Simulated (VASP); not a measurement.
# AlNi (P4mm) in VASP: notebook

AlNi is run at these levels: PBE; tasks: single point.

All numbers are computed with VASP 6.6.1; they aren't measurements. Logs are shortened: lines on timing, memory, paths and dates and some standing lists are left out, and cuts for length are marked.

### 1 The cell of the first run

Symmetry: P4mm, No. 99, tetragonal system. Conventional cell: a = 2.820 Å, b = 2.820 Å, c = 2.820 Å, α = 90.00°, β = 90.00°, γ = 90.00°. Al (site symmetry 4mm) has 8 Ni at 2.36 to 2.53 Å and 6 Al at 2.82 Å within 3.1 Å. Ni (site symmetry 4mm) has 8 Al at 2.36 to 2.53 Å and 6 Ni at 2.82 Å within 3.1 Å.

### 2 Single point, PBE

INCAR reads:

```
PREC = Accurate
ENCUT = 520
EDIFF = 1E-7
ISMEAR = 0
SIGMA = 0.15
LREAL = F
LASPH = T
NELM = 60
ALGO = Normal
ISIF = 2
LWAVE = F
LCHARG = F
GGA = PE
NBANDS = 14
```

KPOINTS reads:

```
regular mesh
0
Gamma
  16 16 16
```

POSCAR reads:

```
AlNi
1.0
    2.8204056860      0.0000000000      0.0000000000
    0.0000000000      2.8204056860      0.0000000000
    0.0000000000      0.0000000000      2.8204056860
Al Ni
1 1
Direct
    0.0000000000      0.0000000000     -0.0345694949
    0.5000000000      0.5000000000      0.5158917043
```

Potentials or basis: VASP PAW PBE potentials, release 64 (Al, Ni).

Launch:

```console
$ cat potpaw_PBE.64/Al/POTCAR potpaw_PBE.64/Ni/POTCAR > POTCAR
$ mpirun -np 1 vasp_std > vasp.out
```

OUTCAR:

```text
PREC = Accurate
   ENCUT = 520
   EDIFF = 1E-7
   ISMEAR = 0
   LREAL = F
   LASPH = T
   NELM = 60
   ISIF = 2
   GGA = PE

 ion  position               nearest neighbor table
   1  0.000  0.000  0.965-   2 2.36   2 2.36   2 2.36   2 2.36   2 2.53   2 2.53   2 2.53   2 2.53

   2  0.500  0.500  0.516-   1 2.36   1 2.36   1 2.36   1 2.36   1 2.53   1 2.53   1 2.53   1 2.53

  LATTYP: Found a simple cubic cell.
 ALAT       =     2.8204056860

  Lattice vectors:

 A1 = (   2.8204056860,   0.0000000000,   0.0000000000)
 A2 = (   0.0000000000,   2.8204056860,   0.0000000000)
 A3 = (   0.0000000000,   0.0000000000,   2.8204056860)

Analysis of symmetry for initial positions (statically):
=====================================================================
 Subroutine PRICEL returns:
 Original cell was already a primitive cell.

 Routine SETGRP: Setting up the symmetry group for a
 simple cubic supercell.

 Subroutine GETGRP returns: Found  8 space group operations
 (whereof  8 operations were pure point group operations)
 out of a pool of 48 trial point group operations.

The static configuration has the point symmetry C_4v.

Analysis of symmetry for dynamics (positions and initial velocities):
=====================================================================
 Subroutine PRICEL returns:
 Original cell was already a primitive cell.

 Routine SETGRP: Setting up the symmetry group for a
 simple cubic supercell.

 Subroutine GETGRP returns: Found  8 space group operations
 (whereof  8 operations were pure point group operations)
 out of a pool of 48 trial point group operations.

The dynamic configuration has the point symmetry C_4v.

 Subroutine INISYM returns: Found  8 space group operations
 (whereof  8 operations are pure point group operations),
 and found     1 'primitive' translations

----------------------------------------------------------------------------------------

                                     Primitive cell

  volume of cell :      22.4354

  direct lattice vectors                    reciprocal lattice vectors
     2.820405686  0.000000000  0.000000000     0.354558922  0.000000000  0.000000000
     0.000000000  2.820405686  0.000000000     0.000000000  0.354558922  0.000000000
     0.000000000  0.000000000  2.820405686     0.000000000  0.000000000  0.354558922

  length of vectors
     2.820405686  2.820405686  2.820405686     0.354558922  0.354558922  0.354558922

  position of ions in fractional coordinates (direct lattice)
     0.000000000  0.000000000  0.965430505
     0.500000000  0.500000000  0.515891704

  ion indices of the primitive-cell ions
   primitive index   ion index
                 1           1
                 2           2

----------------------------------------------------------------------------------------

 KPOINTS: regular mesh

Automatic generation of k-mesh.
 Grid dimensions read from file:
 generate k-points for:   16   16   16

 Generating k-lattice:

  Cartesian coordinates                     Fractional coordinates (reciprocal lattice)
     0.022159933  0.000000000  0.000000000     0.062500000  0.000000000  0.000000000
     0.000000000  0.022159933  0.000000000     0.000000000  0.062500000  0.000000000
     0.000000000  0.000000000  0.022159933     0.000000000  0.000000000  0.062500000

  Length of vectors
     0.022159933  0.022159933  0.022159933

  Shift w.r.t. Gamma in fractional coordinates (k-lattice)
     0.000000000  0.000000000  0.000000000

 Subroutine IBZKPT returns following result:
 ===========================================

 Found    405 irreducible k-points:

 Following reciprocal coordinates:
            Coordinates               Weight
  0.000000  0.000000  0.000000      1.000000
  0.062500  0.000000  0.000000      4.000000
  0.000000  0.000000  0.062500      2.000000
  0.125000  0.000000  0.000000      4.000000
  0.000000  0.000000  0.125000      2.000000
  0.187500  0.000000  0.000000      4.000000
[... 16 lines left out ...]
  0.187500  0.062500  0.000000      8.000000
  0.000000  0.187500  0.062500      8.000000
 [... further k-points ...]
   k-points           NKPTS =    405   k-points in BZ     NKDIM =    405   number of bands    NBANDS=     14
   number of dos      NEDOS =    301   number of ions     NIONS =      2
   total plane-waves  NPLWV =  13824
   dimension x,y,z NGX =    24 NGY =   24 NGZ =   24
   dimension x,y,z NGXF=    48 NGYF=   48 NGZF=   48
   ions per type =               1   1
   NGX,Y,Z   is equivalent  to a cutoff of  14.15, 14.15, 14.15 a.u.
   NGXF,Y,Z  is equivalent  to a cutoff of  28.29, 28.29, 28.29 a.u.
 SYSTEM =  unknown system
   PREC   = accura    normal or accurate (medium, high low for compatibility)
   ISTART =      0    job   : 0-new  1-cont  2-samecut
   ICHARG =      2    charge: 1-file 2-atom 10-const
   ISPIN  =      1    spin polarized calculation?
   LNONCOLLINEAR =      F non collinear calculations
   LSORBIT =      F    spin-orbit coupling
   LASPH  =      T    aspherical Exc in radial PAW
   ENCUT  =  520.0 eV  38.22 Ry    6.18 a.u.   5.24  5.24  5.24*2*pi/ulx,y,z
   NELM   =     60;   NELMIN=  2; NELMDL= -5     # of ELM steps
   EDIFF  = 0.1E-06   stopping-criterion for ELM
   LREAL  =      F    real-space projection
   EDIFFG = 0.1E-05   stopping-criterion for IOM
   NSW    =      0    number of steps for IOM
   IBRION =     -1    ionic relax: 0-MD 1-quasi-New 2-CG
   NFREE  =      0    steps in history (QN), initial steepest desc. (CG)
   ISIF   =      2    stress and relaxation
   ISYM   =      2    0-nonsym 1-usesym 2-fastsym
   POTIM  = 0.5000    time-step for ionic-motion
   TEBEG  =    0.0;   TEEND  =   0.0 temperature during run
   PSTRESS=    0.0 pullay stress
   NELECT =      13.0000    total number of electrons
   NUPDOWN=      -1.0000    fix difference up-down
   EMIN   =  10.00;   EMAX   =-10.00  energy-range for DOS
   EFERMI =   0.00;   METHOD = LEGACY
   ISMEAR =     0;   SIGMA  =   0.15  broadening in eV -4-tet -1-fermi 0-gaus
   EFERMI_NEDOS =   21; number of points for ismear=-14 and -15
   IALGO  =     38    algorithm
   IMIX   =      4    mixing-type and parameters
     AMIX     =   0.40;   BMIX     =  1.00
     AMIX_MAG =   1.60;   BMIX_MAG =  1.00
  volume/ion in A,a.u.               =      11.22        75.70
  Fermi-wavevector in a.u.,A,eV,Ry     =   1.364827  2.579150 25.344301  1.862754
  Thomas-Fermi vector in A             =   2.491109
   LORBIT       =      0    0 simple, 1 ext, 2 COOP (PROOUT), +10 PAW based schemes
   GGA     = PE    functional components
   LHFCALC =     F    Hartree Fock is set to
   AEXX    =    0.0000 exact exchange contribution
   IVDW    =     0    specifies the selected vdW correction
   LEPSILON=     F    determine dielectric tensor
   LRPA    =     F    only Hartree local field effects (RPA)
 non-spin polarized calculation
 Gauss-broadening in eV      SIGMA  =   0.15
  energy-cutoff  :      520.00
  volume of cell :       22.44
 maximum number of plane-waves:       624
 NGX is ok and might be reduce to    24
   NGX = 11   NGY = 11   NGZ = 11

 number of electron      12.9999993 magnetization

 Free energy of the ion-electron system (eV)
  ---------------------------------------------------
  ext. energy  EPLUGINS =         0.00000000
  ---------------------------------------------------
  free energy    TOTEN  =       -10.39219066 eV

  energy without entropy =      -10.38407229  energy(sigma->0) =      -10.38813147

 E-fermi :  10.8860     XC(G=0): -12.3528

 val. band max:       10.8822750862   @ k =   0.3125   0.5000   0.4375
 cond. band min:      10.8893870411   @ k =   0.1250   0.3750   0.3125
 fundamental gap:      0.0071119549
 Fermi energy:        10.8860487364

 k-point     1 :       0.0000    0.0000    0.0000
  band No.  band energies     occupation
      1      -0.7157      2.00000
      2       7.3120      2.00000
      3       7.3373      2.00000
      4       9.1815      2.00000
      5       9.2042      2.00000
      6       9.2042      2.00000
      7      16.6740      0.00000
      8      16.6789      0.00000
      9      16.6789      0.00000
     10      19.2530      0.00000
     11      19.2834      0.00000
     12      25.6521      0.00000
     13      32.3583      0.00000
     14      32.3600      0.00000

 k-point     2 :       0.0625    0.0000    0.0000
  band No.  band energies     occupation
      1      -0.6404      2.00000
      2       7.3114      2.00000
      3       7.3528      2.00000
      4       9.1462      2.00000
      5       9.1704      2.00000
      6       9.2086      2.00000
      7      15.8212      0.00000
      8      16.7788      0.00000
      9      16.8078      0.00000
     10      19.2771      0.00000
     11      20.0143      0.00000
     12      25.8998      0.00000
     13      31.5725      0.00000
     14      31.6696      0.00000

 k-point     3 :       0.0000    0.0000    0.0625
  band No.  band energies     occupation
      1      -0.6405      2.00000
      2       7.3305      2.00000
      3       7.3332      2.00000
      4       9.1703      2.00000
      5       9.1703      2.00000
      6       9.1851      2.00000
      7      15.8433      0.00000
      8      16.7780      0.00000
      9      16.7780      0.00000
     10      19.2543      0.00000
     11      20.0525      0.00000
     12      25.8933      0.00000
     13      31.5628      0.00000
     14      31.5628      0.00000

 k-point     4 :       0.1250    0.0000    0.0000
  band No.  band energies     occupation
      1      -0.4152      2.00000
      2       7.2888      2.00000
      3       7.4039      2.00000
      4       9.0509      2.00000
      5       9.0771      2.00000
      6       9.2188      2.00000
      7      14.3935      0.00000
      8      17.0707      0.00000
      9      17.0975      0.00000
     10      19.2802      0.00000
     11      21.2079      0.00000
     12      26.6694      0.00000
     13      30.1481      0.00000
     14      30.1662      0.00000

 k-point     5 :       0.0000    0.0000    0.1250
  band No.  band energies     occupation
      1      -0.4159      2.00000
      2       7.3068      2.00000
      3       7.3837      2.00000
      4       9.0765      2.00000
      5       9.0765      2.00000
      6       9.1955      2.00000
      7      14.4109      0.00000
      8      17.0677      0.00000
      9      17.0677      0.00000
     10      19.2580      0.00000
     11      21.2705      0.00000
[... 276 lines left out ...]
 k-point    22 :       0.0625    0.0000    0.1250
  band No.  band energies     occupation
      1      -0.3412      2.00000
      2       7.3248      2.00000
      3       7.3857      2.00000
      4       9.0367      2.00000
      5       9.0777      2.00000
      6       9.1649      2.00000
      7      14.4609      0.00000
      8      16.2526      0.00000
      9      17.1659      0.00000
     10      19.8034      0.00000
     11      21.5780      0.00000
     12      26.8186      0.00000
     13      29.2010      0.00000
     14      30.1373      0.00000

 k-point    23 :       0.1875    0.0625    0.0000
  band No.  band energies     occupation
      1       0.0307      2.00000
      2       7.2209      2.00000
      3       7.4868      2.00000
      4       8.8712      2.00000
      5       8.9480      2.00000
      6       9.2028      2.00000
      7      13.0515      0.00000
      8      16.6042      0.00000
      9      17.7127      0.00000
     10      19.8570      0.00000
     11      22.5957      0.00000
     12      27.6554      0.00000
     13      27.9491      0.00000
     14      28.8677      0.00000

 k-point    24 :       0.0000    0.1875    0.0625
  band No.  band energies     occupation
      1       0.0305      2.00000
      2       7.2208      2.00000
      3       7.4862      2.00000
      4       8.9002      2.00000
      5       8.9195      2.00000
      6       9.2027      2.00000
      7      13.0486      0.00000
      8      16.6580      0.00000
      9      17.6309      0.00000
     10      19.8968      0.00000
     11      22.5867      0.00000
     12      27.4404      0.00000
     13      28.3999      0.00000
     14      28.6481      0.00000

 [... further k-points ...]

------------------------ aborting loop because EDIFF is reached ----------------------------------------

  FORCE on cell =-STRESS in cart. coord.  units (eV):
  Direction    XX          YY          ZZ          XY          YZ          ZX
  --------------------------------------------------------------------------------------
  -------------------------------------------------------------------------------------
  Total        2.3021376      2.3021376      2.0855962      0.0000000      0.0000000      0.0000000
  in kB      164.4020093    164.4020093    148.9381884      0.0000000      0.0000000      0.0000000
  external PRESSURE =     159.2474023 kB  Pullay stress =       0.0000000 kB

 VOLUME and BASIS-vectors are now :
 -----------------------------------------------------------------------------
  energy-cutoff  :      520.00
  volume of cell :       22.44
      direct lattice vectors                 reciprocal lattice vectors
     2.820405686  0.000000000  0.000000000     0.354558922  0.000000000  0.000000000
     0.000000000  2.820405686  0.000000000     0.000000000  0.354558922  0.000000000
     0.000000000  0.000000000  2.820405686     0.000000000  0.000000000  0.354558922

 POSITION                                       TOTAL-FORCE (eV/Angst)
 -----------------------------------------------------------------------------------
      0.00000      0.00000      2.72291        -0.000000      0.000000      1.082359
      1.41020      1.41020      1.45502         0.000000     -0.000000     -1.082359
 -----------------------------------------------------------------------------------
    total drift:                                0.000000     -0.000000     -0.000352

  FREE ENERGIE OF THE ION-ELECTRON SYSTEM (eV)
  ---------------------------------------------------
  free  energy   TOTEN  =       -10.3921906552 eV

  energy  without entropy=      -10.3840722856  energy(sigma->0) =      -10.38813147
```

Wall time 32 s (1 thread of Intel Xeon 6975P-C (Granite Rapids), shared host); peak memory 0.24 GiB.

What came out:

```
Free energy   : -10.3922 eV
Pressure      : 15.9 GPa
Largest force : 1.082 eV/Å
```

Forces on the atoms (eV/Å):
```
Al   0.000  0.000  1.082
Ni   0.000  0.000 -1.082
```

Caveat: forces of over 1 eV/Å act on the atoms, so gaps and moduli don't describe the material at rest.

### 3 Single point, PBE

This run uses another cell than the first one, of 12.72 Å³/atom, 1.134 times its volume.

INCAR reads:

```
  ALGO = Normal
  EDIFF = 1E-6
  ENCUT = 520
  GGA = PE
  ISIF = 2
  ISMEAR = 0
  LASPH = True
  LCHARG = False
  LREAL = False
  LWAVE = False
  NBANDS = 14
  NELM = 100
  PREC = Accurate
  SIGMA = 0.15
```

KPOINTS reads:

```
k-points
0
Gamma
  16 16 16
```

POSCAR reads:

```
AlNi
1.0
    2.9410322676      0.0000000000      0.0000000000
    0.0000000000      2.9410322676      0.0000000000
    0.0000000000      0.0000000000      2.9410322676
Al Ni
1 1
Direct
    0.0000000000      0.0000000000     -0.0345694949
    0.5000000000      0.5000000000      0.5158917043
```

Potentials or basis: VASP PAW PBE potentials, release 64 (Al, Ni).

Launch:

```console
$ cat potpaw_PBE.64/Al/POTCAR potpaw_PBE.64/Ni/POTCAR > POTCAR
$ mpirun -np 1 vasp_std > vasp.out
```

Wall time 3.9 min (1 thread of AMD EPYC 7R13, shared host); peak memory 0.23 GiB.

Results (log left out):

| Quantity | Value |
| --- | --- |
| Free energy | -10.4649 eV |
| Pressure | -5.8 GPa |
| Largest force | 0.687 eV/Å |

Forces in eV/Å, atoms in the order of the input:
```
Al   0.000  0.000  0.687
Ni   0.000  0.000 -0.687
```

Stress tensor (GPa, compression positive):
```
-5.52  0.00  0.00
 0.00 -5.52  0.00
 0.00  0.00 -6.24
```

Levels at points of the mesh, in eV from the Fermi level:
| k point | band 5 | band 6 | band 7 | band 8 | band 9 | band 10 |
| --- | --- | --- | --- | --- | --- | --- |
| (0.00, 0.00, 0.00) | -1.43 | -1.43 | 5.25 | 5.25 | 5.28 | 7.95 |
| (0.50, 0.00, 0.00) | -2.07 | -1.35 | -0.63 | 8.22 | 9.73 | 9.82 |
| (0.00, 0.00, 0.50) | -2.07 | -1.37 | -0.61 | 8.25 | 9.57 | 9.57 |
| (0.50, 0.50, 0.00) | -1.85 | -1.85 | -0.95 | 1.35 | 2.17 | 11.68 |
| (0.00, 0.50, 0.50) | -1.93 | -1.91 | -0.95 | 1.38 | 2.16 | 11.63 |
| (0.50, 0.50, 0.50) | -0.92 | 1.99 | 1.99 | 2.09 | 3.04 | 4.25 |

Spin polarisation is off, so any magnetic state and its effect on volume and gap are missing.

(Part 1 of 2 ends here.)
